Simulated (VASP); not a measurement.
# MnAl3 (Fm-3m) in VASP: settings compared

The runs below take MnAl3 through single point, relaxation of cell and atoms, with PBEsol, r2SCAN.

Program: VASP 6.6.1. These are calculated values, not measurements. Logs are shortened: lines on timing, memory, paths and dates and some standing lists are left out, and cuts for length are marked.

### 1 The cell of the first run

Symmetry: Fm-3m, No. 225, cubic system. Conventional cell: a = 6.016 Å, b = 6.016 Å, c = 6.016 Å, α = 90.00°, β = 90.00°, γ = 90.00°. Within 3.4 Å of Al (site symmetry -43m) lie 10 Al at 2.60 to 3.01 Å and 4 Mn at 2.60 Å. Al (site symmetry m-3m) has 8 Al at 2.60 Å and 6 Mn at 3.01 Å within 3.4 Å. Within 3.4 Å of Mn (site symmetry m-3m) lie 14 Al at 2.60 to 3.01 Å.

### 2 Single point, PBEsol

The input, INCAR:

```
SYSTEM = MnAl3
PREC = Accurate
ENCUT = 520
EDIFF = 1E-6
ISMEAR = 0
SIGMA = 0.1
LREAL = .FALSE.
LASPH = .TRUE.
NELM = 60
ALGO = Normal
ISIF = 2
LWAVE = .FALSE.
LCHARG = .FALSE.
GGA = PS
NBANDS = 19
```

The input, KPOINTS:

```
regular mesh
0
G
  12 12 12
  0 0 0
```

The input, POSCAR:

```
MnAl3
1.0
    0.0000000000      3.0078250317      3.0078250317
    3.0078250317      0.0000000000      3.0078250317
    3.0078250317      3.0078250317      0.0000000000
Al Mn
3 1
Direct
    0.2500000000      0.2500000000      0.2500000000
    0.7500000000      0.7500000000      0.7500000000
    0.5000000000      0.5000000000      0.5000000000
    0.0000000000      0.0000000000      0.0000000000
```

Potentials or basis: VASP PAW PBE potentials, release 64 (Al, Mn_pv).

The run is started by

```
cat potpaw_PBE.64/Al/POTCAR potpaw_PBE.64/Mn_pv/POTCAR > POTCAR
mpirun -np 1 vasp_std > vasp.out
```

OUTCAR:

```text
SYSTEM = MnAl3
   PREC = Accurate
   ENCUT = 520
   EDIFF = 1E-6
   ISMEAR = 0
   LREAL = .FALSE.
   LASPH = .TRUE.
   NELM = 60
   ISIF = 2
   GGA = PS

 ion  position               nearest neighbor table
   1  0.250  0.250  0.250-   3 2.60   4 2.60   4 2.60   4 2.60   4 2.60   3 2.60   3 2.60   3 2.60
                             2 3.01   2 3.01   2 3.01   2 3.01   2 3.01   2 3.01
   2  0.750  0.750  0.750-   3 2.60   4 2.60   3 2.60   3 2.60   3 2.60   4 2.60   4 2.60   4 2.60
                             1 3.01   1 3.01   1 3.01   1 3.01   1 3.01   1 3.01
   3  0.500  0.500  0.500-   1 2.60   2 2.60   1 2.60   1 2.60   1 2.60   2 2.60   2 2.60   2 2.60
                             4 3.01   4 3.01   4 3.01   4 3.01   4 3.01   4 3.01
   4  0.000  0.000  0.000-   1 2.60   2 2.60   2 2.60   2 2.60   2 2.60   1 2.60   1 2.60   1 2.60
                             3 3.01   3 3.01   3 3.01   3 3.01   3 3.01   3 3.01

  LATTYP: Found a face centered cubic cell.
 ALAT       =     6.0156500634

  Lattice vectors:

 A1 = (   0.0000000000,   3.0078250317,   3.0078250317)
 A2 = (   3.0078250317,   0.0000000000,   3.0078250317)
 A3 = (   3.0078250317,   3.0078250317,   0.0000000000)

Analysis of symmetry for initial positions (statically):
=====================================================================
 Subroutine PRICEL returns:
 Original cell was already a primitive cell.

 Routine SETGRP: Setting up the symmetry group for a
 face centered cubic supercell.

 Subroutine GETGRP returns: Found 48 space group operations
 (whereof 48 operations were pure point group operations)
 out of a pool of 48 trial point group operations.

The static configuration has the point symmetry O_h .

Analysis of symmetry for dynamics (positions and initial velocities):
=====================================================================
 Subroutine PRICEL returns:
 Original cell was already a primitive cell.

 Routine SETGRP: Setting up the symmetry group for a
 face centered cubic supercell.

 Subroutine GETGRP returns: Found 48 space group operations
 (whereof 48 operations were pure point group operations)
 out of a pool of 48 trial point group operations.

The dynamic configuration has the point symmetry O_h .

 Subroutine INISYM returns: Found 48 space group operations
 (whereof 48 operations are pure point group operations),
 and found     1 'primitive' translations

----------------------------------------------------------------------------------------

                                     Primitive cell

  volume of cell :      54.4237

  direct lattice vectors                    reciprocal lattice vectors
     0.000000000  3.007825032  3.007825032    -0.166233074  0.166233074  0.166233074
     3.007825032  0.000000000  3.007825032     0.166233074 -0.166233074  0.166233074
     3.007825032  3.007825032  0.000000000     0.166233074  0.166233074 -0.166233074

  length of vectors
     4.253706953  4.253706953  4.253706953     0.287924129  0.287924129  0.287924129

  position of ions in fractional coordinates (direct lattice)
     0.250000000  0.250000000  0.250000000
     0.750000000  0.750000000  0.750000000
     0.500000000  0.500000000  0.500000000
     0.000000000  0.000000000  0.000000000

  ion indices of the primitive-cell ions
   primitive index   ion index
                 1           1
                 2           2
                 3           3
                 4           4

----------------------------------------------------------------------------------------

 KPOINTS: regular mesh

Automatic generation of k-mesh.
 Grid dimensions read from file:
 generate k-points for:   12   12   12

 Generating k-lattice:

  Cartesian coordinates                     Fractional coordinates (reciprocal lattice)
    -0.013852756  0.013852756  0.013852756     0.083333333  0.000000000  0.000000000
     0.013852756 -0.013852756  0.013852756     0.000000000  0.083333333  0.000000000
     0.013852756  0.013852756 -0.013852756     0.000000000  0.000000000  0.083333333

  Length of vectors
     0.023993677  0.023993677  0.023993677

  Shift w.r.t. Gamma in fractional coordinates (k-lattice)
     0.000000000  0.000000000  0.000000000

 Subroutine IBZKPT returns following result:
 ===========================================

 Found     72 irreducible k-points:

 Following reciprocal coordinates:
            Coordinates               Weight
  0.000000  0.000000  0.000000      1.000000
  0.083333  0.000000  0.000000      8.000000
  0.166667  0.000000  0.000000      8.000000
  0.250000  0.000000  0.000000      8.000000
  0.333333  0.000000  0.000000      8.000000
  0.416667  0.000000  0.000000      8.000000
[... 16 lines left out ...]
  0.500000  0.166667  0.000000     24.000000
 -0.416667  0.166667  0.000000     24.000000
 [... further k-points ...]
   k-points           NKPTS =     72   k-points in BZ     NKDIM =     72   number of bands    NBANDS=     19
   number of dos      NEDOS =    301   number of ions     NIONS =      4
   total plane-waves  NPLWV =  32768
   dimension x,y,z NGX =    32 NGY =   32 NGZ =   32
   dimension x,y,z NGXF=    64 NGYF=   64 NGZF=   64
   ions per type =               3   1
   NGX,Y,Z   is equivalent  to a cutoff of  12.51, 12.51, 12.51 a.u.
   NGXF,Y,Z  is equivalent  to a cutoff of  25.01, 25.01, 25.01 a.u.
 SYSTEM =  MnAl3
   PREC   = accura    normal or accurate (medium, high low for compatibility)
   ISTART =      0    job   : 0-new  1-cont  2-samecut
   ICHARG =      2    charge: 1-file 2-atom 10-const
   ISPIN  =      1    spin polarized calculation?
   LNONCOLLINEAR =      F non collinear calculations
   LSORBIT =      F    spin-orbit coupling
   LASPH  =      T    aspherical Exc in radial PAW
   ENCUT  =  520.0 eV  38.22 Ry    6.18 a.u.   7.91  7.91  7.91*2*pi/ulx,y,z
   NELM   =     60;   NELMIN=  2; NELMDL= -5     # of ELM steps
   EDIFF  = 0.1E-05   stopping-criterion for ELM
   LREAL  =      F    real-space projection
   EDIFFG = 0.1E-04   stopping-criterion for IOM
   NSW    =      0    number of steps for IOM
   IBRION =     -1    ionic relax: 0-MD 1-quasi-New 2-CG
   NFREE  =      0    steps in history (QN), initial steepest desc. (CG)
   ISIF   =      2    stress and relaxation
   ISYM   =      2    0-nonsym 1-usesym 2-fastsym
   POTIM  = 0.5000    time-step for ionic-motion
   TEBEG  =    0.0;   TEEND  =   0.0 temperature during run
   PSTRESS=    0.0 pullay stress
   NELECT =      22.0000    total number of electrons
   NUPDOWN=      -1.0000    fix difference up-down
   EMIN   =  10.00;   EMAX   =-10.00  energy-range for DOS
   EFERMI =   0.00;   METHOD = LEGACY
   ISMEAR =     0;   SIGMA  =   0.10  broadening in eV -4-tet -1-fermi 0-gaus
   EFERMI_NEDOS =   21; number of points for ismear=-14 and -15
   IALGO  =     38    algorithm
   IMIX   =      4    mixing-type and parameters
     AMIX     =   0.40;   BMIX     =  1.00
     AMIX_MAG =   1.60;   BMIX_MAG =  1.00
  volume/ion in A,a.u.               =      13.61        91.82
  Fermi-wavevector in a.u.,A,eV,Ry     =   1.210468  2.287452 19.935688  1.465232
  Thomas-Fermi vector in A             =   2.346013
   LORBIT       =      0    0 simple, 1 ext, 2 COOP (PROOUT), +10 PAW based schemes
   GGA     = PS    functional components
   LHFCALC =     F    Hartree Fock is set to
   AEXX    =    0.0000 exact exchange contribution
   IVDW    =     0    specifies the selected vdW correction
   LEPSILON=     F    determine dielectric tensor
   LRPA    =     F    only Hartree local field effects (RPA)
 non-spin polarized calculation
 Gauss-broadening in eV      SIGMA  =   0.10
  energy-cutoff  :      520.00
  volume of cell :       54.42
 maximum number of plane-waves:      1484
   NGX = 15   NGY = 15   NGZ = 15

 number of electron      21.9999988 magnetization

 Free energy of the ion-electron system (eV)
  ---------------------------------------------------
  ext. energy  EPLUGINS =         0.00000000
  ---------------------------------------------------
  free energy    TOTEN  =       -21.58923680 eV

  energy without entropy =      -21.56656608  energy(sigma->0) =      -21.57790144

 E-fermi :   9.3046     XC(G=0): -11.4149

 val. band max:        9.3014330020   @ k =   0.2500   0.2500   0.0000
 cond. band min:       9.3111147019   @ k =  -0.4167   0.1667   0.0833
 fundamental gap:      0.0096816999
 Fermi energy:         9.3046273977

 k-point     1 :       0.0000    0.0000    0.0000
  band No.  band energies     occupation
      1     -37.7486      2.00000
      2     -37.7486      2.00000
      3     -37.7486      2.00000
      4      -2.0181      2.00000
      5       6.7385      2.00000
      6       6.7385      2.00000
[... 11 lines left out ...]
     18      13.7135      0.00000
     19      13.7135      0.00000

 k-point     2 :       0.0833    0.0000    0.0000
  band No.  band energies     occupation
      1     -37.7487      2.00000
      2     -37.7486      2.00000
      3     -37.7486      2.00000
      4      -1.9318      2.00000
      5       6.3856      2.00000
      6       6.7360      2.00000
[... 11 lines left out ...]
     18      13.4513      0.00000
     19      13.8890      0.00000

 k-point     3 :       0.1667    0.0000    0.0000
  band No.  band energies     occupation
      1     -37.7490      2.00000
      2     -37.7486      2.00000
      3     -37.7486      2.00000
      4      -1.6742      2.00000
      5       5.4878      2.00000
      6       6.7030      2.00000
[... 11 lines left out ...]
     18      13.3808      0.00000
     19      14.3496      0.00000

 k-point     4 :       0.2500    0.0000    0.0000
  band No.  band energies     occupation
      1     -37.7494      2.00000
      2     -37.7487      2.00000
      3     -37.7487      2.00000
      4      -1.2489      2.00000
      5       4.3480      2.00000
      6       6.6010      2.00000
[... 11 lines left out ...]
     18      13.7576      0.00000
     19      14.9410      0.00000

 k-point     5 :       0.3333    0.0000    0.0000
  band No.  band energies     occupation
      1     -37.7498      2.00000
      2     -37.7487      2.00000
      3     -37.7487      2.00000
      4      -0.6635      2.00000
      5       3.1718      2.00000
      6       6.4613      2.00000
[... 11 lines left out ...]
     18      14.4626      0.00000
     19      15.8141      0.00000

 k-point     6 :       0.4167    0.0000    0.0000
  band No.  band energies     occupation
      1     -37.7501      2.00000
      2     -37.7488      2.00000
      3     -37.7488      2.00000
      4       0.0639      2.00000
      5       2.0666      2.00000
      6       6.3517      2.00000
[... 11 lines left out ...]
     18      15.3716      0.00000
     19      16.9671      0.00000

 k-point     7 :       0.5000    0.0000    0.0000
  band No.  band energies     occupation
      1     -37.7503      2.00000
      2     -37.7488      2.00000
      3     -37.7488      2.00000
      4       0.7095      2.00000
      5       1.2919      2.00000
      6       6.3115      2.00000
[... 11 lines left out ...]
     18      15.9846      0.00000
     19      17.9790      0.00000

 k-point     8 :       0.0833    0.0833    0.0000
  band No.  band energies     occupation
      1     -37.7487      2.00000
      2     -37.7486      2.00000
      3     -37.7486      2.00000
      4      -1.9031      2.00000
      5       6.5469      2.00000
      6       6.6078      2.00000
[... 256 lines left out ...]
 k-point    20 :       0.2500    0.1667    0.0000
  band No.  band energies     occupation
      1     -37.7493      2.00000
      2     -37.7488      2.00000
      3     -37.7488      2.00000
      4      -1.2487      2.00000
      5       5.2896      2.00000
      6       6.1534      2.00000
[... 11 lines left out ...]
     18      15.3047      0.00000
     19      15.7521      0.00000

 k-point    21 :       0.3333    0.1667    0.0000
  band No.  band energies     occupation
      1     -37.7496      2.00000
      2     -37.7489      2.00000
      3     -37.7489      2.00000
      4      -0.7733      2.00000
      5       4.1741      2.00000
      6       5.7859      2.00000
[... 11 lines left out ...]
     18      15.6822      0.00000
     19      16.5173      0.00000

 k-point    22 :       0.4167    0.1667    0.0000
  band No.  band energies     occupation
      1     -37.7499      2.00000
      2     -37.7490      2.00000
      3     -37.7489      2.00000
      4      -0.1439      2.00000
      5       3.0431      2.00000
      6       5.4562      2.00000
[... 11 lines left out ...]
     18      16.4038      0.00000
     19      17.5315      0.00000

 k-point    23 :       0.5000    0.1667    0.0000
  band No.  band energies     occupation
      1     -37.7501      2.00000
      2     -37.7491      2.00000
      3     -37.7489      2.00000
      4       0.6067      2.00000
      5       2.0073      2.00000
      6       5.1821      2.00000
[... 11 lines left out ...]
     18      16.2359      0.00000
     19      17.6132      0.00000

 k-point    24 :      -0.4167    0.1667    0.0000
  band No.  band energies     occupation
      1     -37.7501      2.00000
      2     -37.7491      2.00000
      3     -37.7489      2.00000
      4       0.8470      2.00000
      5       1.7266      2.00000
      6       4.9846      2.00000
[... 11 lines left out ...]
     18      15.2081      0.00000
     19      16.3877      0.00000

 [... further k-points ...]

------------------------ aborting loop because EDIFF is reached ----------------------------------------

  FORCE on cell =-STRESS in cart. coord.  units (eV):
  Direction    XX          YY          ZZ          XY          YZ          ZX
  --------------------------------------------------------------------------------------
  -------------------------------------------------------------------------------------
  Total       -0.5640547     -0.5640547     -0.5640547      0.0000000      0.0000000      0.0000000
  in kB      -16.6052003    -16.6052003    -16.6052003      0.0000000      0.0000000      0.0000000
  external PRESSURE =     -16.6052003 kB  Pullay stress =       0.0000000 kB

 VOLUME and BASIS-vectors are now :
 -----------------------------------------------------------------------------
  energy-cutoff  :      520.00
  volume of cell :       54.42
      direct lattice vectors                 reciprocal lattice vectors
     0.000000000  3.007825032  3.007825032    -0.166233074  0.166233074  0.166233074
     3.007825032  0.000000000  3.007825032     0.166233074 -0.166233074  0.166233074
     3.007825032  3.007825032  0.000000000     0.166233074  0.166233074 -0.166233074

 POSITION                                       TOTAL-FORCE (eV/Angst)
 -----------------------------------------------------------------------------------
      1.50391      1.50391      1.50391         0.000000     -0.000000     -0.000000
      4.51174      4.51174      4.51174         0.000000      0.000000      0.000000
      3.00783      3.00783      3.00783        -0.000000     -0.000000     -0.000000
      0.00000      0.00000      0.00000        -0.000000     -0.000000     -0.000000
 -----------------------------------------------------------------------------------
    total drift:                                0.000000     -0.000000     -0.000000

  FREE ENERGIE OF THE ION-ELECTRON SYSTEM (eV)
  ---------------------------------------------------
  free  energy   TOTEN  =       -21.5892368032 eV

  energy  without entropy=      -21.5665660840  energy(sigma->0) =      -21.57790144
```

It took 22 s on 1 thread of Intel Xeon 6975P-C (Granite Rapids), shared host; peak memory 0.21 GiB.

What came out:

```yaml
Free_energy: -21.5892 eV
Pressure: -1.7 GPa
Band_gap_on_the_k_mesh: zero (bands 11 and 12 overlap by 1.23 eV)
```

Caveat: the PAW data sets were made with another functional, which shifts forces and pressure a little; the run has no spin polarisation, though such a crystal can be magnetic. Spin polarisation is off, so any magnetic state and its effect on volume and gap are missing.

### 3 Single point, r2SCAN

POSCAR is that of step 2.

The input, INCAR.step1:

```
PREC = Accurate
ENCUT = 520
ISMEAR = 0
SIGMA = 0.1
LREAL = False
LASPH = True
NELM = 80
NBANDS = 19
GGA = PE
ALGO = Normal
EDIFF = 1E-4
LWAVE = True
LCHARG = False
```

The input, INCAR.step2:

```
PREC = Accurate
ENCUT = 520
EDIFF = 1E-6
ISMEAR = 0
SIGMA = 0.1
LREAL = False
LASPH = True
NELM = 80
ALGO = Normal
ISIF = 2
LWAVE = False
LCHARG = False
METAGGA = R2SCAN
LMIXTAU = True
NBANDS = 19
ISTART = 1
```

The input, KPOINTS:

```
regular mesh
0
Gamma
  12 12 12
```

Potentials or basis: VASP PAW PBE potentials, release 64 (Al, Mn_pv).

The run is started by

```
cat potpaw_PBE.64/Al/POTCAR potpaw_PBE.64/Mn_pv/POTCAR > POTCAR
cp INCAR.step1 INCAR
mpirun -np 1 vasp_std > vasp.out
cp INCAR.step2 INCAR
mpirun -np 1 vasp_std > vasp.out
```

It took 92 s on 1 thread of Intel Xeon 6975P-C (Granite Rapids), shared host; peak memory 0.22 GiB.

The run converged. Its results:

```yaml
Free_energy: -34.2985 eV
Pressure: -2.3 GPa
Band_gap_on_the_k_mesh: zero (bands 11 and 12 overlap by 1.24 eV)
```

Levels at points of the mesh, in eV from the Fermi level:
```tsv
k point	band 9	band 10	band 11	band 12	band 13	band 14
(0.00, 0.00, 0.00)	-0.90	0.01	0.01	0.01	2.66	3.32
(0.50, 0.00, 0.00)	-0.56	-0.56	-0.43	-0.43	0.32	2.46
(0.50, 0.50, 0.00)	-2.13	-0.56	-0.56	-0.17	1.57	2.35
```

Caveat: the PAW data sets were made with another functional, which shifts forces and pressure a little; the run has no spin polarisation, though such a crystal can be magnetic. Spin polarisation is off, so any magnetic state and its effect on volume and gap are missing.

(Part 1 of 2 ends here.)
